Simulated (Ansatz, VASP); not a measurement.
**BaTa2 in VASP and in Ansatz**

```
Ba Ta
1.0
     0.00000    3.33858    3.33858
     3.33858    0.00000    3.33858
     3.33858    3.33858    0.00000
Ba Ta
1 2
Cartesian
  0.0000 0.0000 0.0000
  1.6693 1.6693 1.6693
  5.0079 5.0079 5.0079
```

Alike in both runs: functional PBE; k mesh 4 × 4 × 4; occupations gaussian, width 0.1 eV; no spin polarisation.

Ansatz relaxed the structure, and its values are those at the end. VASP's run is a single point on that final structure, the one shown.

|  | VASP | Ansatz |
| --- | --- | --- |
| version | VASP 6.6.1 | Ansatz 0.2.0 |
| potentials or method | VASP PAW PBE potentials, release 64 (Ba_sv, Ta_sv_GW), cutoff 500 eV | scalar-relativistic, plane waves, PAW |
| valence electrons in the cell | 36 | 36 |

|  | VASP | Ansatz | Ansatz less VASP |
| --- | --- | --- | --- |
| gap on the k mesh at the Fermi level (eV) | none | none | - |
| pressure (GPa) | 2.2 | 0.1 | -2.06 |

A gap of «none» marks a metal or a gap that the smearing closes. With one functional, cell and mesh, what is left measures potentials, basis and numerics.

The k mesh is coarse, so the values compare programs but aren't converged. Spin-orbit coupling is off throughout.
